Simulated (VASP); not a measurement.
# IrO (Pm-3m) in VASP: notebook

IrO is run at these levels: PBE; tasks: single point.

Everything below comes from runs of VASP 6.6.1. Logs are shortened: lines on timing, memory, paths and dates and some standing lists are left out, and cuts for length are marked.

### Step 1. The cell of the first run

It takes space group Pm-3m (No. 221, cubic). Conventional cell: a = 2.782 Å, b = 2.782 Å, c = 2.782 Å, α = 90.00°, β = 90.00°, γ = 90.00°. Ir (site symmetry m-3m) has 8 O at 2.41 Å and 6 Ir at 2.78 Å within 3.2 Å. O (site symmetry m-3m) has 8 Ir at 2.41 Å and 6 O at 2.78 Å within 3.2 Å.

### Step 2. Single point, PBE, collinear spin, ferromagnetic start

Contents of INCAR:

```
PREC = Accurate ; ENCUT = 520
EDIFF = 1E-7 ; ISMEAR = 0
SIGMA = 0.1 ; LREAL = F
LASPH = T ; NELM = 150
ALGO = Normal ; ISIF = 2
LWAVE = F ; LCHARG = F
ISPIN = 2 ; MAGMOM = 1 0
LORBIT = 11 ; LMAXMIX = 4
GGA = PE ; NBANDS = 18
```

Contents of KPOINTS:

```
Automatic mesh
0
Gamma
  6 6 6
```

Contents of POSCAR:

```
IrO
1.0
    2.7816630719      0.0000000000      0.0000000000
    0.0000000000      2.7816630719      0.0000000000
    0.0000000000      0.0000000000      2.7816630719
Ir O
1 1
Direct
    0.0000000000      0.0000000000      0.0000000000
    0.5000000000      0.5000000000      0.5000000000
```

Potentials or basis: VASP PAW PBE potentials, release 64 (Ir, O).

The run is started by

```console
$ cat potpaw_PBE.64/Ir/POTCAR potpaw_PBE.64/O/POTCAR > POTCAR
$ mpirun -np 1 vasp_std > vasp.out
```

OUTCAR:

```text
PREC = Accurate
   ENCUT = 520
   EDIFF = 1E-7
   ISMEAR = 0
   LREAL = F
   LASPH = T
   NELM = 150
   ISIF = 2
   ISPIN = 2
   LORBIT = 11
   GGA = PE

 ion  position               nearest neighbor table
   1  0.000  0.000  0.000-   2 2.41   2 2.41   2 2.41   2 2.41   2 2.41   2 2.41   2 2.41   2 2.41

   2  0.500  0.500  0.500-   1 2.41   1 2.41   1 2.41   1 2.41   1 2.41   1 2.41   1 2.41   1 2.41

  LATTYP: Found a simple cubic cell.
 ALAT       =     2.7816630719

  Lattice vectors:

 A1 = (   2.7816630719,   0.0000000000,   0.0000000000)
 A2 = (   0.0000000000,   2.7816630719,   0.0000000000)
 A3 = (   0.0000000000,   0.0000000000,   2.7816630719)

Analysis of symmetry for initial positions (statically):
=====================================================================
 Subroutine PRICEL returns:
 Original cell was already a primitive cell.

 Routine SETGRP: Setting up the symmetry group for a
 simple cubic supercell.

 Subroutine GETGRP returns: Found 48 space group operations
 (whereof 48 operations were pure point group operations)
 out of a pool of 48 trial point group operations.

The static configuration has the point symmetry O_h .

Analysis of symmetry for dynamics (positions and initial velocities):
=====================================================================
 Subroutine PRICEL returns:
 Original cell was already a primitive cell.

 Routine SETGRP: Setting up the symmetry group for a
 simple cubic supercell.

 Subroutine GETGRP returns: Found 48 space group operations
 (whereof 48 operations were pure point group operations)
 out of a pool of 48 trial point group operations.

The dynamic configuration has the point symmetry O_h .

Analysis of structural, dynamic, and magnetic symmetry:
=====================================================================
 Subroutine PRICEL returns:
 Original cell was already a primitive cell.

 Routine SETGRP: Setting up the symmetry group for a
 simple cubic supercell.

 Subroutine GETGRP returns: Found 48 space group operations
 (whereof 48 operations were pure point group operations)
 out of a pool of 48 trial point group operations.

The overall configuration has the point symmetry O_h .

 Subroutine INISYM returns: Found 48 space group operations
 (whereof 48 operations are pure point group operations),
 and found     1 'primitive' translations

----------------------------------------------------------------------------------------

                                     Primitive cell

  volume of cell :      21.5235

  direct lattice vectors                    reciprocal lattice vectors
     2.781663072  0.000000000  0.000000000     0.359497169  0.000000000  0.000000000
     0.000000000  2.781663072  0.000000000     0.000000000  0.359497169  0.000000000
     0.000000000  0.000000000  2.781663072     0.000000000  0.000000000  0.359497169

  length of vectors
     2.781663072  2.781663072  2.781663072     0.359497169  0.359497169  0.359497169

  position of ions in fractional coordinates (direct lattice)
     0.000000000  0.000000000  0.000000000
     0.500000000  0.500000000  0.500000000

  ion indices of the primitive-cell ions
   primitive index   ion index
                 1           1
                 2           2

----------------------------------------------------------------------------------------

 KPOINTS: Automatic mesh

Automatic generation of k-mesh.
 Grid dimensions read from file:
 generate k-points for:    6    6    6

 Generating k-lattice:

  Cartesian coordinates                     Fractional coordinates (reciprocal lattice)
     0.059916195  0.000000000  0.000000000     0.166666667  0.000000000  0.000000000
     0.000000000  0.059916195  0.000000000     0.000000000  0.166666667  0.000000000
     0.000000000  0.000000000  0.059916195     0.000000000  0.000000000  0.166666667

  Length of vectors
     0.059916195  0.059916195  0.059916195

  Shift w.r.t. Gamma in fractional coordinates (k-lattice)
     0.000000000  0.000000000  0.000000000

 Subroutine IBZKPT returns following result:
 ===========================================

 Found     20 irreducible k-points:

 Following reciprocal coordinates:
            Coordinates               Weight
  0.000000  0.000000  0.000000      1.000000
  0.166667  0.000000  0.000000      6.000000
  0.333333  0.000000  0.000000      6.000000
  0.500000  0.000000  0.000000      3.000000
  0.166667  0.166667  0.000000     12.000000
  0.333333  0.166667  0.000000     24.000000
[... 12 lines left out ...]
  0.500000  0.500000  0.333333      6.000000
  0.500000  0.500000  0.500000      1.000000
   k-points           NKPTS =     20   k-points in BZ     NKDIM =     20   number of bands    NBANDS=     18
   number of dos      NEDOS =    301   number of ions     NIONS =      2
   total plane-waves  NPLWV =  13824
   dimension x,y,z NGX =    24 NGY =   24 NGZ =   24
   dimension x,y,z NGXF=    48 NGYF=   48 NGZF=   48
   ions per type =               1   1
   NGX,Y,Z   is equivalent  to a cutoff of  14.34, 14.34, 14.34 a.u.
   NGXF,Y,Z  is equivalent  to a cutoff of  28.69, 28.69, 28.69 a.u.
 SYSTEM =  unknown system
   PREC   = accura    normal or accurate (medium, high low for compatibility)
   ISTART =      0    job   : 0-new  1-cont  2-samecut
   ICHARG =      2    charge: 1-file 2-atom 10-const
   ISPIN  =      2    spin polarized calculation?
   LNONCOLLINEAR =      F non collinear calculations
   LSORBIT =      F    spin-orbit coupling
   LASPH  =      T    aspherical Exc in radial PAW
   ENCUT  =  520.0 eV  38.22 Ry    6.18 a.u.   5.17  5.17  5.17*2*pi/ulx,y,z
   NELM   =    150;   NELMIN=  2; NELMDL= -5     # of ELM steps
   EDIFF  = 0.1E-06   stopping-criterion for ELM
   LREAL  =      F    real-space projection
   EDIFFG = 0.1E-05   stopping-criterion for IOM
   NSW    =      0    number of steps for IOM
   IBRION =     -1    ionic relax: 0-MD 1-quasi-New 2-CG
   NFREE  =      0    steps in history (QN), initial steepest desc. (CG)
   ISIF   =      2    stress and relaxation
   ISYM   =      2    0-nonsym 1-usesym 2-fastsym
   POTIM  = 0.5000    time-step for ionic-motion
   TEBEG  =    0.0;   TEEND  =   0.0 temperature during run
   PSTRESS=    0.0 pullay stress
   NELECT =      15.0000    total number of electrons
   NUPDOWN=      -1.0000    fix difference up-down
   EMIN   =  10.00;   EMAX   =-10.00  energy-range for DOS
   EFERMI =   0.00;   METHOD = LEGACY
   ISMEAR =     0;   SIGMA  =   0.10  broadening in eV -4-tet -1-fermi 0-gaus
   EFERMI_NEDOS =   21; number of points for ismear=-14 and -15
   IALGO  =     38    algorithm
   IMIX   =      4    mixing-type and parameters
     AMIX     =   0.40;   BMIX     =  1.00
     AMIX_MAG =   1.60;   BMIX_MAG =  1.00
  volume/ion in A,a.u.               =      10.76        72.62
  Fermi-wavevector in a.u.,A,eV,Ry     =   1.451445  2.742834 28.663312  2.106694
  Thomas-Fermi vector in A             =   2.568942
   LORBIT       =     11    0 simple, 1 ext, 2 COOP (PROOUT), +10 PAW based schemes
   GGA     = PE    functional components
   LHFCALC =     F    Hartree Fock is set to
   AEXX    =    0.0000 exact exchange contribution
   IVDW    =     0    specifies the selected vdW correction
   LEPSILON=     F    determine dielectric tensor
   LRPA    =     F    only Hartree local field effects (RPA)
 spin polarized calculation
 Gauss-broadening in eV      SIGMA  =   0.10
  energy-cutoff  :      520.00
  volume of cell :       21.52
 maximum number of plane-waves:       624
 NGX is ok and might be reduce to    24

 number of electron      15.0000001 magnetization       0.0002037

 Free energy of the ion-electron system (eV)
  ---------------------------------------------------
  ext. energy  EPLUGINS =         0.00000000
  ---------------------------------------------------
  free energy    TOTEN  =       -11.80891469 eV

  energy without entropy =      -11.79445406  energy(sigma->0) =      -11.80168438

 E-fermi :   8.5043     XC(G=0): -13.4308

 val. band max:        8.4976358229   @ k =   0.3333   0.0000   0.0000
 cond. band min:       8.5070077011   @ k =   0.5000   0.0000   0.0000
 fundamental gap:      0.0093718782
 Fermi energy:         8.5043221858

 spin component 1

 k-point     1 :       0.0000    0.0000    0.0000
  band No.  band energies     occupation
      1     -12.2737      1.00000
      2       3.1459      1.00000
      3       3.1459      1.00000
      4       4.5684      1.00000
      5       4.5684      1.00000
      6       4.5684      1.00000
[... 10 lines left out ...]
     17      32.8503      0.00000
     18      32.8503      0.00000

 k-point     2 :       0.1667    0.0000    0.0000
  band No.  band energies     occupation
      1     -12.0239      1.00000
      2       1.8911      1.00000
      3       3.2925      1.00000
      4       4.1419      1.00000
      5       4.1419      1.00000
      6       4.8330      1.00000
[... 10 lines left out ...]
     17      33.4627      0.00000
     18      34.5926      0.00000

 k-point     3 :       0.3333    0.0000    0.0000
  band No.  band energies     occupation
      1     -11.4714      1.00000
      2      -0.2047      1.00000
      3       3.4289      1.00000
      4       3.4289      1.00000
      5       3.6051      1.00000
      6       7.1221      1.00000
[... 328 lines left out ...]
 k-point    19 :       0.5000    0.5000    0.3333
  band No.  band energies     occupation
      1     -10.4128      1.00000
      2       0.4193      1.00000
      3       0.4193      1.00000
      4       0.8336      1.00000
      5       7.7846      1.00000
      6       9.0952      0.00000
[... 10 lines left out ...]
     17      35.7553      0.00000
     18      39.6427      0.00000

 k-point    20 :       0.5000    0.5000    0.5000
  band No.  band energies     occupation
      1     -10.1911      1.00000
      2       0.0248      1.00000
      3       0.0248      1.00000
      4       0.0248      1.00000
      5       9.9751      0.00000
      6       9.9751      0.00000
[... 10 lines left out ...]
     17      34.8992      0.00000
     18      41.8967      0.00000
 Fermi energy:         8.5043221858

 spin component 2

 k-point     1 :       0.0000    0.0000    0.0000
  band No.  band energies     occupation
      1     -12.2737      1.00000
      2       3.1459      1.00000
      3       3.1459      1.00000
      4       4.5684      1.00000
      5       4.5684      1.00000
      6       4.5684      1.00000
[... 10 lines left out ...]
     17      32.8503      0.00000
     18      32.8503      0.00000

 k-point     2 :       0.1667    0.0000    0.0000
  band No.  band energies     occupation
      1     -12.0239      1.00000
      2       1.8912      1.00000
      3       3.2926      1.00000
      4       4.1420      1.00000
      5       4.1420      1.00000
      6       4.8331      1.00000
[... 10 lines left out ...]
     17      33.4627      0.00000
     18      34.5926      0.00000

 k-point     3 :       0.3333    0.0000    0.0000
  band No.  band energies     occupation
      1     -11.4713      1.00000
      2      -0.2047      1.00000
      3       3.4289      1.00000
      4       3.4289      1.00000
      5       3.6052      1.00000
      6       7.1222      1.00000
[... 328 lines left out ...]
 k-point    19 :       0.5000    0.5000    0.3333
  band No.  band energies     occupation
      1     -10.4128      1.00000
      2       0.4194      1.00000
      3       0.4194      1.00000
      4       0.8336      1.00000
      5       7.7847      1.00000
      6       9.0954      0.00000
[... 10 lines left out ...]
     17      35.7553      0.00000
     18      39.6427      0.00000

 k-point    20 :       0.5000    0.5000    0.5000
  band No.  band energies     occupation
      1     -10.1910      1.00000
      2       0.0249      1.00000
      3       0.0249      1.00000
      4       0.0249      1.00000
      5       9.9752      0.00000
      6       9.9752      0.00000
[... 10 lines left out ...]
     17      34.8993      0.00000
     18      41.8972      0.00000

------------------------ aborting loop because EDIFF is reached ----------------------------------------

  FORCE on cell =-STRESS in cart. coord.  units (eV):
  Direction    XX          YY          ZZ          XY          YZ          ZX
  --------------------------------------------------------------------------------------
  -------------------------------------------------------------------------------------
  Total        1.1555872      1.1555872      1.1555872     -0.0000000     -0.0000000      0.0000000
  in kB       86.0200594     86.0200594     86.0200594     -0.0000000     -0.0000000      0.0000000
  external PRESSURE =      86.0200594 kB  Pullay stress =       0.0000000 kB

 VOLUME and BASIS-vectors are now :
 -----------------------------------------------------------------------------
  energy-cutoff  :      520.00
  volume of cell :       21.52
      direct lattice vectors                 reciprocal lattice vectors
     2.781663072  0.000000000  0.000000000     0.359497169  0.000000000  0.000000000
     0.000000000  2.781663072  0.000000000     0.000000000  0.359497169  0.000000000
     0.000000000  0.000000000  2.781663072     0.000000000  0.000000000  0.359497169

 POSITION                                       TOTAL-FORCE (eV/Angst)
 -----------------------------------------------------------------------------------
      0.00000      0.00000      0.00000         0.000000      0.000000      0.000000
      1.39083      1.39083      1.39083         0.000000      0.000000      0.000000
 -----------------------------------------------------------------------------------
    total drift:                                0.000000      0.000000     -0.000000

  FREE ENERGIE OF THE ION-ELECTRON SYSTEM (eV)
  ---------------------------------------------------
  free  energy   TOTEN  =       -11.8089146932 eV

  energy  without entropy=      -11.7944540608  energy(sigma->0) =      -11.80168438

 total charge

# of ion       s       p       d       tot
------------------------------------------
    1        0.511   0.456   6.956   7.923
    2        1.647   3.156   0.000   4.804
--------------------------------------------------
tot          2.158   3.613   6.956  12.727

 magnetization (x)

# of ion       s       p       d       tot
------------------------------------------
    1        0.000   0.000   0.000   0.000
    2       -0.000   0.000   0.000   0.000
--------------------------------------------------
tot         -0.000   0.000   0.000   0.000
```

It took 16 s on 1 thread of Intel Xeon Platinum 8259CL at 2.50GHz (Skylake/Cascade Lake), shared host; peak memory 0.16 GiB.

What came out:

| Property | Result |
| --- | --- |
| Free energy | -11.8089 eV |
| Pressure | 8.6 GPa |
| Net moment | 0.00 μB per cell |
| Valence electrons inside the program's atomic spheres | Ir 7.92; O 4.80 |

Caveat: the k points lie up to 0.38 Å⁻¹ apart; spin-orbit coupling is left out, which moves the levels of the heavy elements.

### Step 3. Single point, PBE

This run uses another cell than the first one: it holds 8 atoms, not 2.

Contents of INCAR:

```
SYSTEM = IrO
ALGO = Normal
EDIFF = 1E-6
ENCUT = 520
GGA = PE
ISIF = 2
ISMEAR = 0
LASPH = .TRUE.
LCHARG = .FALSE.
LREAL = .FALSE.
LWAVE = .FALSE.
NBANDS = 40
NELM = 80
PREC = Accurate
SIGMA = 0.1
```

Contents of KPOINTS:

```
k-points
0
G
  8 4 4
  0 0 0
```

Contents of POSCAR:

```
IrO
1.0
    2.8103348597      0.0000000000      0.0000000000
    0.0000000000      5.6206697194      0.0000000000
    0.0000000000      0.0000000000      5.6206697194
Ir O
4 4
Direct
    0.0000000000      0.0000000000      0.0000000000
    0.0000000000      0.0000000000      0.5000000000
    0.0000000000      0.5000000000      0.0000000000
    0.0000000000      0.5000000000      0.5000000000
    0.5000000000      0.2500000000      0.2500000000
    0.5000000000      0.2500000000      0.7500000000
    0.5000000000      0.7500000000      0.2500000000
    0.5000000000      0.7500000000      0.7500000000
```

Potentials or basis: VASP PAW PBE potentials, release 64 (Ir, O).

The run is started by

```console
$ cat potpaw_PBE.64/Ir/POTCAR potpaw_PBE.64/O/POTCAR > POTCAR
$ mpirun -np 1 vasp_std > vasp.out
```

OUTCAR:

```text
SYSTEM = IrO
   EDIFF = 1E-6
   ENCUT = 520
   GGA = PE
   ISIF = 2
   ISMEAR = 0
   LASPH = .TRUE.
   LREAL = .FALSE.
   NELM = 80
   PREC = Accurate

 ion  position               nearest neighbor table
   1  0.000  0.000  0.000-   5 2.43   6 2.43   7 2.43   8 2.43   5 2.43   6 2.43   7 2.43   8 2.43
                             2 2.81   3 2.81   2 2.81   3 2.81
   2  0.000  0.000  0.500-   5 2.43   6 2.43   7 2.43   8 2.43   5 2.43   6 2.43   7 2.43   8 2.43
                             1 2.81   4 2.81   1 2.81   4 2.81
   3  0.000  0.500  0.000-   5 2.43   6 2.43   7 2.43   8 2.43   5 2.43   6 2.43   7 2.43   8 2.43
                             1 2.81   4 2.81   4 2.81   1 2.81
[... 1264 lines left out ...]
  external PRESSURE =       3.5109957 kB  Pullay stress =       0.0000000 kB

 VOLUME and BASIS-vectors are now :
 -----------------------------------------------------------------------------
  energy-cutoff  :      520.00
  volume of cell :       88.78
      direct lattice vectors                 reciprocal lattice vectors
     2.810334860  0.000000000  0.000000000     0.355829483  0.000000000  0.000000000
     0.000000000  5.620669719  0.000000000     0.000000000  0.177914741  0.000000000
     0.000000000  0.000000000  5.620669719     0.000000000  0.000000000  0.177914741

 POSITION                                       TOTAL-FORCE (eV/Angst)
 -----------------------------------------------------------------------------------
      0.00000      0.00000      0.00000        -0.000000     -0.000000      0.000000
      0.00000      0.00000      2.81033        -0.000000     -0.000000      0.000000
      0.00000      2.81033      0.00000        -0.000000     -0.000000      0.000000
      0.00000      2.81033      2.81033        -0.000000     -0.000000      0.000000
      1.40517      1.40517      1.40517         0.000000      0.000000     -0.000000
      1.40517      1.40517      4.21550        -0.000000      0.000000      0.000000
      1.40517      4.21550      1.40517         0.000000     -0.000000     -0.000000
      1.40517      4.21550      4.21550         0.000000     -0.000000      0.000000
 -----------------------------------------------------------------------------------
    total drift:                                0.000000     -0.000000     -0.000000

  FREE ENERGIE OF THE ION-ELECTRON SYSTEM (eV)
  ---------------------------------------------------
  free  energy   TOTEN  =       -47.1080577311 eV

  energy  without entropy=      -47.0364847032  energy(sigma->0) =      -47.07227122
```

Run time: 81 s. Hardware: 1 thread of Intel Xeon Platinum 8259CL at 2.50GHz (Skylake/Cascade Lake), shared host; peak memory 0.24 GiB.

Results:

- Free energy: -47.1081 eV
- Pressure: 0.4 GPa
- Band gap on the k mesh: zero (band 30 reaches 9.33 eV, above the bottom of band 31 at 7.02 eV)

Caveat: spin-orbit coupling is left out, which moves the levels of the heavy elements.
